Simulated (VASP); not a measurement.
# F (C2/c) in VASP: a series of runs, part 2 of 2

VASP 6.6.1. The steps go on from the part before.

**3. Single point, LDA (volume scaled by 1.08)**

INCAR

```
PREC = Accurate ; ENCUT = 520
EDIFF = 1E-7 ; ISMEAR = -1
SIGMA = 0.05 ; LREAL = F
LASPH = T ; NELM = 60
ALGO = Normal ; ISIF = 2
LWAVE = F ; LCHARG = T
LELF = T ; LVHAR = T
NBANDS = 22
```

KPOINTS

```
regular mesh
0
Gamma
  11 11 5
```

POSCAR

```
F
1.0
    2.5048948725     -1.5645935486      0.2572233799
    2.5048948725      1.5645935486      0.2572233799
   -0.7322946802      0.0000000000      6.2333091137
F
4
Direct
    0.8967117595      0.6044793703      0.1022110163
    0.3955206297      0.1032882405      0.3977889837
    0.1032882405      0.3955206297      0.8977889837
    0.6044793703      0.8967117595      0.6022110163
```

Potentials or basis: VASP PAW LDA potentials, release 64 (F).

Launch:

```console
> cat potpaw_LDA.64/F/POTCAR > POTCAR
> mpirun -np 1 vasp_std > vasp.out
```

OUTCAR:

```text
PREC = Accurate
   ENCUT = 520
   EDIFF = 1E-7
   ISMEAR = -1
   LREAL = F
   LASPH = T
   NELM = 60
   ISIF = 2

 ion  position               nearest neighbor table
   1  0.897  0.604  0.102-   3 1.44
   2  0.396  0.103  0.398-   4 1.44
   3  0.103  0.396  0.898-   1 1.44
   4  0.604  0.897  0.602-   2 1.44

  LATTYP: Found a base centered monoclinic cell.
 ALAT       =     5.0361343070
[... 800 lines left out ...]

  FORCE on cell =-STRESS in cart. coord.  units (eV):
  Direction    XX          YY          ZZ          XY          YZ          ZX
  --------------------------------------------------------------------------------------
  -------------------------------------------------------------------------------------
  Total       -0.4518256     -1.0746792     -2.3695398      0.0000000      0.0000000      0.2274465
  in kB      -14.6397533    -34.8210454    -76.7762594      0.0000000      0.0000000      7.3695723
  external PRESSURE =     -42.0790194 kB  Pullay stress =       0.0000000 kB

 VOLUME and BASIS-vectors are now :
 -----------------------------------------------------------------------------
  energy-cutoff  :      520.00
  volume of cell :       49.45
      direct lattice vectors                 reciprocal lattice vectors
     2.504894872 -1.564593549  0.257223380     0.197229812 -0.319571815  0.023170733
     2.504894872  1.564593549  0.257223380     0.197229812  0.319571815  0.023170733
    -0.732294680  0.000000000  6.233309114    -0.016277748  0.000000000  0.158516107

 POSITION                                       TOTAL-FORCE (eV/Angst)
 -----------------------------------------------------------------------------------
      3.68548     -0.45722      1.02325         0.061545     -0.319422     -0.552357
      0.95817     -0.45722      2.60785        -0.061545     -0.319422      0.552357
      0.59202      0.45722      5.72450        -0.061545      0.319422      0.552357
      3.31933      0.45722      4.13991         0.061545      0.319422     -0.552357
 -----------------------------------------------------------------------------------
    total drift:                                0.000000     -0.000000      0.000000

  FREE ENERGIE OF THE ION-ELECTRON SYSTEM (eV)
  ---------------------------------------------------
  free  energy   TOTEN  =        -8.6839184811 eV

  energy  without entropy=       -8.6839184811  energy(sigma->0) =       -8.68391848
```

It took 69 s on 1 thread of AMD EPYC 9R45 (Zen 5), shared host; peak memory 0.2 GiB.

What came out:

```
Free energy            : -8.6839 eV
Pressure               : -4.2 GPa
Largest force          : 0.641 eV/Å
Band gap on the k mesh : 2.19 eV, direct
```

Forces on the atoms (eV/Å):
```
F    0.062 -0.319 -0.552
F   -0.062 -0.319  0.552
F   -0.062  0.319  0.552
F    0.062  0.319 -0.552
```

Levels at points of the mesh, in eV from the valence-band top:
```csv
k point,band 11,band 12,band 13,band 14,band 15,band 16,band 17,band 18
"(0.00, 0.00, 0.00)",-0.72,-0.24,-0.12,0.00,2.19,3.28,9.83,12.41
```

Caveat: the cell differs from its parent crystal (volume scaled by 1.08). A k mesh can miss the band edges.

**4. Single point, LDA**

This run uses another cell than the first one, of 11.45 Å³/atom, 0.962 times its volume.

INCAR

```
ALGO     = Normal         # electronic algorithm
EDIFF    = 1E-7           # SCF threshold, eV
ENCUT    = 520            # plane-wave cutoff, eV
GGA      = CA             # functional
ISIF     = 2              # what is computed and relaxed
ISMEAR   = -1             # smearing method
LASPH    = T              # aspherical terms in the spheres
LCHARG   = T              # write CHGCAR
LELF     = T              # ELF
LREAL    = F              # projectors in reciprocal space
LVHAR    = T            
LWAVE    = F              # write WAVECAR
NBANDS   = 22             # bands
NELM     = 80             # most SCF steps
PREC     = Accurate       # precision mode
SIGMA    = 0.05           # smearing width, eV
```

KPOINTS

```
k-points
0
Gamma
  6 6 3
```

POSCAR

```
F
1.0
    2.4414523465     -1.5249664297      0.2507085751
    2.4414523465      1.5249664297      0.2507085751
   -0.7137475448      0.0000000000      6.0754354721
F
4
Direct
    0.8967117595      0.6044793703      0.1022110163
    0.3955206297      0.1032882405      0.3977889837
    0.1032882405      0.3955206297      0.8977889837
    0.6044793703      0.8967117595      0.6022110163
```

Launch:

```console
> cat potpaw_LDA.64/F/POTCAR > POTCAR
> mpirun -np 1 vasp_std > vasp.out
```

It took 24 s on 1 thread of Intel Xeon Platinum 8375C at 2.90GHz (Ice Lake), shared host; peak memory 0.15 GiB.

Results (log left out):

```
Free energy            : -8.7084 eV
Pressure               : 1.1 GPa
Largest force          : 0.575 eV/Å
Band gap on the k mesh : 2.55 eV, direct
```

Forces on the atoms (eV/Å):
```
F   -0.058  0.256  0.512
F    0.058  0.256 -0.512
F    0.058 -0.256 -0.512
F   -0.058 -0.256  0.512
```

Stress tensor (GPa, compression positive):
```
-0.71  0.00 -0.45
 0.00  0.31  0.00
-0.45  0.00  3.57
```

Levels at points of the mesh, in eV from the valence-band top:
```
           k point  band 12  band 13  band 14  band 15  band 16  band 17
(0.00, 0.00, 0.00)    -0.27    -0.13     0.00     2.55     3.75    10.05
(0.50, 0.00, 0.00)    -0.80    -0.25    -0.23     3.34     3.34    14.97
(0.50, 0.50, 0.00)    -0.99    -0.32    -0.22     2.82     3.63    15.22
```

**5. Single point, LDA (volume scaled by 1.12)**

INCAR

```
SYSTEM = F
PREC = Accurate
ENCUT = 520
EDIFF = 1E-6
ISMEAR = -1
SIGMA = 0.05
LREAL = .False.
LASPH = .True.
NELM = 100
ALGO = Normal
ISIF = 2
LWAVE = .False.
LCHARG = .True.
LELF = .True.
LVHAR = .True.
NBANDS = 22
```

KPOINTS

```
regular mesh
0
Gamma
  11 11 5
  0 0 0
```

POSCAR

```
F
1.0
    2.5354453818     -1.5836758384      0.2603605595
    2.5354453818      1.5836758384      0.2603605595
   -0.7412259833      0.0000000000      6.3093325710
F
4
Direct
    0.8967117595      0.6044793703      0.1022110163
    0.3955206297      0.1032882405      0.3977889837
    0.1032882405      0.3955206297      0.8977889837
    0.6044793703      0.8967117595      0.6022110163
```

Launch:

```console
> cat potpaw_LDA.64/F/POTCAR > POTCAR
> mpirun -np 1 vasp_std > vasp.out
```

It took 84 s on 1 thread of Intel Xeon Platinum 8375C at 2.90GHz (Ice Lake), shared host; peak memory 0.23 GiB.

It converged, with:

* Free energy: -8.6320 eV
* Pressure: -6.1 GPa
* Largest force: 1.141 eV/Å
* Band gap on the k mesh: 2.04 eV, direct

Forces in eV/Å, atoms in the order of the input:
```
F    0.111 -0.555 -0.991
F   -0.111 -0.555  0.991
F   -0.111  0.555  0.991
F    0.111  0.555 -0.991
```

Stress tensor (GPa, compression positive):
```
 -1.68   0.00   1.18
  0.00  -4.80   0.00
  1.18   0.00 -11.81
```

Levels at points of the mesh, in eV from the valence-band top:
| k point | band 11 | band 12 | band 13 | band 14 | band 15 | band 16 | band 17 | band 18 |
| --- | --- | --- | --- | --- | --- | --- | --- | --- |
| (0.00, 0.00, 0.00) | -0.68 | -0.23 | -0.11 | 0.00 | 2.04 | 3.08 | 9.74 | 12.36 |

Caveat: the cell differs from its parent crystal (volume scaled by 1.12); forces of over 1 eV/Å act on the atoms, so gaps and moduli don't describe the material at rest.

**6. Overview**

| cell | k mesh | gap on the mesh (eV) | pressure (GPa) | largest force (eV/Å) |
| --- | --- | --- | --- | --- |
| a = 2.927, b = 2.927, c = 6.198 Å, angles 90.7, 90.7, 63.7°, 4 atoms | 11 × 11 × 5 | 2.36 | -1.8 | 0.07 |
| a = 2.965, b = 2.965, c = 6.276 Å, angles 90.7, 90.7, 63.7°, 4 atoms | 11 × 11 × 5 | 2.19 | -4.2 | 0.64 |
| a = 2.889, b = 2.889, c = 6.117 Å, angles 90.7, 90.7, 63.7°, 4 atoms | 6 × 6 × 3 | 2.55 | 1.1 | 0.58 |
| a = 3.001, b = 3.001, c = 6.353 Å, angles 90.7, 90.7, 63.7°, 4 atoms | 11 × 11 × 5 | 2.04 | -6.1 | 1.14 |

Alike in all rows: task single point; level LDA; potentials or basis VASP PAW LDA potentials, release 64 (F); no spin polarisation; cutoff (eV) 520; smearing fermi-dirac 0.05 eV.

Caveats: forces of over 1 eV/Å act on the atoms, so gaps and moduli don't describe the material at rest (some runs).

Total energies depend on the potentials used, so only differences within one code and one set of settings carry meaning.
